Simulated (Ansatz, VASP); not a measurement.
# Two plane-wave programs on Ru

The input INCAR:

```
PREC = Accurate ; ENCUT = 520
EDIFF = 1E-7 ; ISMEAR = -1
SIGMA = 0.1 ; LREAL = False
LASPH = True ; NELM = 80
ALGO = Normal ; ISIF = 2
LWAVE = False ; LCHARG = False
GGA = PE ; NBANDS = 21
```

File KPOINTS:

```
Automatic mesh
0
Gamma
  10 10 6
```

POSCAR

```
Ru
1.0
    2.7038898600      0.0000000000      0.0000000000
   -1.3519449300      2.3416373100      0.0000000000
    0.0000000000      0.0000000000      4.2816800000
Ru
2
Direct
    0.3333333300      0.6666666700      0.2500000000
    0.6666666700      0.3333333300      0.7500000000
```

Input for Ansatz:

```yaml
crystal:
  lattice:
    - [2.70388986, 0.0, 0.0]
    - [-1.35194493, 2.34163731, 0.0]
    - [0.0, 0.0, 4.28168]
  atoms:
    - { symbol: Ru, position: [0.33333333, 0.66666667, 0.25] }
    - { symbol: Ru, position: [0.66666667, 0.33333333, 0.75] }
hamiltonian:
  xc: pbe
  pseudopotentials: { kind: paw }
basis:
  ecutwfc: 420
kpoints:
  mp_grid: { grid: [10, 10, 6] }
scf:
  occupations: { method: fermi_dirac, width: 0.1 }
  lower_state_search: "off"
output:
  forces: true
  stress: true
```

Alike in both runs: task single point; functional PBE; k mesh 10 × 10 × 6; occupations fermi-dirac, width 0.1 eV; no spin polarisation.

```csv
,VASP,Ansatz
version,VASP 6.6.1,Ansatz 0.2.0
potentials or method,"VASP PAW PBE potentials, release 64 (Ru_pv), cutoff 520 eV","PAW, plane waves, scalar-relativistic"
valence electrons in the cell,28,32
```

```tsv
	VASP	Ansatz	Ansatz less VASP
pressure (GPa)	5.3	5.4	+0.08
traceless stress, the component that is largest in VASP (GPa)	-2.37	-2.39	-0.020
```

The functional is the same, so the differences come from potentials, cutoffs and numerics. VASP's potentials hold 28 valence electrons a cell and Ansatz's 32, so a difference there can come from the potentials and not from the codes.
